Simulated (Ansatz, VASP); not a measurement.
**One calculation of Pt, two programs**

```
CELL_PARAMETERS angstrom
2.80729 0.00000 0.00000
-1.40365 2.43119 0.00000
0.00000 0.00000 24.16858
ATOMIC_POSITIONS crystal
Pt 0.66667 0.33333 0.31032
Pt 0.33333 0.66667 0.40516
Pt 0.00000 0.00000 0.50000
Pt 0.66667 0.33333 0.59484
Pt 0.33333 0.66667 0.68968
```

Alike in both runs: task single point; functional PBE; k mesh 12 × 12 × 1; occupations gaussian, width 0.1 eV; no spin polarisation.

```csv
,VASP,Ansatz
version,VASP 6.6.1,Ansatz 0.2.0
potentials or method,"VASP PAW PBE potentials, release 64 (Pt), cutoff 520 eV","scalar-relativistic, plane waves, PAW"
valence electrons in the cell,50,90
```

```tsv
	VASP	Ansatz	Ansatz less VASP
gap on the k mesh at the Fermi level (eV)	none	none	-
rms of the force components (eV/Å)	0.099	0.103	+0.0044
work function, face that differs most (eV)	5.69	5.69	-0.001
```

Atom by atom the forces differ by 0.008 eV/Å (rms over components). A gap of «none» marks a metal or a gap that the smearing closes. With one functional, cell and mesh, what is left measures potentials, basis and numerics. VASP's potentials hold 50 valence electrons a cell and Ansatz's 90, so a difference there can come from the potentials and not from the codes.

Neither program's run includes spin-orbit coupling.
